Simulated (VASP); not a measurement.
Wanted: the native input for a VASP 6.6.1 run.

```yaml
Task: relaxation of cell and atoms
Functional: PBEsol
Potentials_or_basis: VASP PAW PBE potentials, release 64 (Cu, O)
Cutoff: 600 eV
k_mesh: 10 × 10 × 5
Occupations: fermi-dirac, width 0.05 eV
Spin: no spin polarisation
Hubbard_terms: Cu d U = 4.5 eV
Dipole_correction: no
Further_INCAR_settings: ALGO = Normal; EDIFF = 1e-06; IBRION = 2; EDIFFG = -0.01; NSW = 60; ISIF = 3
```

The structure of CuO lies in POSCAR:

```
CuO
1.0
    2.3446497600     -1.7133998200      0.0000000000
    2.3446497600      1.7133998200      0.0000000000
   -0.8605499100      0.0000000000      5.0594394800
Cu O
2 2
Direct
    0.0032000000      0.4968000000      0.0000000000
    0.4968000000      0.0032000000      0.5000000000
    0.5714000000      0.4056000000      0.2537000000
    0.4056000000      0.5714000000      0.7537000000
```

These files were run (other wordings do the same):

INCAR

```
SYSTEM = CuO
PREC = Accurate ; ENCUT = 600
EDIFF = 1E-6 ; ISMEAR = -1
SIGMA = 0.05 ; LREAL = .False.
LASPH = .True. ; NELM = 150
ALGO = Normal ; ISIF = 3
LWAVE = .False. ; LCHARG = .False.
LMAXMIX = 4 ; LDAU = .True.
LDAUTYPE = 2 ; LDAUL = 2 -1
LDAUU = 4.5 0 ; LDAUJ = 0 0
LDAUPRINT = 1 ; GGA = PS
IBRION = 2 ; NSW = 60
EDIFFG = -0.01
```

KPOINTS

```
Automatic mesh
0
Gamma
  10 10 5
  0 0 0
```

Potentials or basis: VASP PAW PBE potentials, release 64 (Cu, O).

The run is started by

```console
$ cat potpaw_PBE.64/Cu/POTCAR potpaw_PBE.64/O/POTCAR > POTCAR
$ mpirun -np 1 vasp_std > vasp.out
```

It gave:

```
Relaxed volume                        : 10.44 Å³/atom
Relaxed cell                          : a = 2.871 Å, b = 2.871 Å, c = 5.082 Å, α = 91.80°, β = 91.80°, γ = 86.11°
Space group after relaxing (to 0.1 Å) : C2/c (No. 15)
Energy gained by relaxing             : 31.1 meV/atom
Ionic steps                           : 50
Pressure after relaxing               : 0.0 GPa
Largest force after relaxing          : 0.009 eV/Å
Band gap on the k mesh                : zero (bands 17 and 18 overlap by 1.04 eV)
```

Caveat: the PAW data sets were made with another functional, which shifts forces and pressure a little; U without spin polarisation on a metal has little footing.

Wall time 21 min on 1 thread of Intel(R) Xeon(R) 6975P-C (Granite Rapids), on a shared host, peak memory 0.28 GiB.
